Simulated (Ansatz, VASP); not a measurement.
# NiO in VASP and in Ansatz

Contents of INCAR:

```
SYSTEM = NiO
ALGO     = Normal         ! electronic algorithm
EDIFF    = 1E-6           ! SCF threshold, eV
ENCUT    = 700            ! plane-wave cutoff, eV
GGA      = PE             ! functional
GGA_COMPAT= .False.      
ISIF     = 2              ! what is computed and relaxed
ISMEAR   = 0              ! smearing method
ISPIN    = 2              ! spin polarisation
LASPH    = .True.         ! aspherical terms in the spheres
LCHARG   = .False.        ! write CHGCAR
LDAU     = .True.         ! DFT+U
LDAUJ    = 0 0          
LDAUL    = 2 -1           ! shell
LDAUPRINT= 1            
LDAUTYPE = 2            
LDAUU    = 6.2 0          ! U, eV
LMAXMIX  = 4              ! l up to which the mixer works
LORBIT   = 11             ! projections on sites
LREAL    = .False.        ! projectors in reciprocal space
LWAVE    = .False.        ! write WAVECAR
MAGMOM   = 1.89 0         ! initial moments
NBANDS   = 23             ! bands
NELM     = 200            ! most SCF steps
PREC     = Accurate       ! precision mode
SIGMA    = 0.05           ! smearing width, eV
```

Contents of KPOINTS:

```
k-points
0
Gamma
  6 6 6
  0 0 0
```

File POSCAR:

```
NiO
1.0
    0.0000000000      2.3247345634      2.3247345634
    2.3247345634      0.0000000000      2.3247345634
    2.3247345634      2.3247345634      0.0000000000
Ni O
1 1
Direct
    0.0000000000      0.0000000000      0.0000000000
    0.2500000000      0.2500000000      0.2500000000
```

Input for Ansatz:

```yaml
crystal:
  lattice:
    - [0.0, 2.3247345634, 2.3247345634]
    - [2.3247345634, 0.0, 2.3247345634]
    - [2.3247345634, 2.3247345634, 0.0]
  atoms:
    - { symbol: Ni, position: [0.0, 0.0, 0.0], spin: 1.89 }
    - { symbol: O, position: [0.25, 0.25, 0.25] }
basis:
  ecutwfc: 420
  ecutrho_ratio: 4
kpoints:
  mp_grid: { grid: [6, 6, 6] }
hamiltonian:
  xc: pbe
  hubbard: { sites: [{ species: Ni, l: d, u_eff: 6.2 }] }
scf:
  occupations: { method: gaussian, width: 0.05 }
output:
  forces: true
  stress: true
  eigenvalues: true
  populations: true
  hubbard: { sites: [{ species: Ni, l: d }] }
magnetization:
  spin_polarized: true
```

Alike in both runs: task single point; functional PBE; k mesh 6 × 6 × 6; occupations gaussian, width 0.05 eV; collinear spin; Hubbard terms Ni d U = 6.2 eV.

|  | VASP | Ansatz |
| --- | --- | --- |
| version | VASP 6.6.1 | Ansatz 0.2.0 |
| potentials or method | VASP PAW PBE potentials, release 64 (Ni_sv_GW, O), cutoff 700 eV | scalar-relativistic, plane waves, PAW |
| valence electrons in the cell | 24 | 24 |

|  | VASP | Ansatz | Ansatz less VASP |
| --- | --- | --- | --- |
| pressure (GPa) | -11.5 | 0.0 | +11.54 |
| net moment per atom (μB) | 1.00 | 1.00 | -0.005 |
| size of the moment on the site where the two differ most (μB) | 0.27 | 0.11 | -0.153 |

Site moments also hang on the region over which each program counts them. The programs project onto different local orbitals, so the same U acts differently, and such runs can settle in different states.

The k mesh is coarse, so the values compare programs but aren't converged.
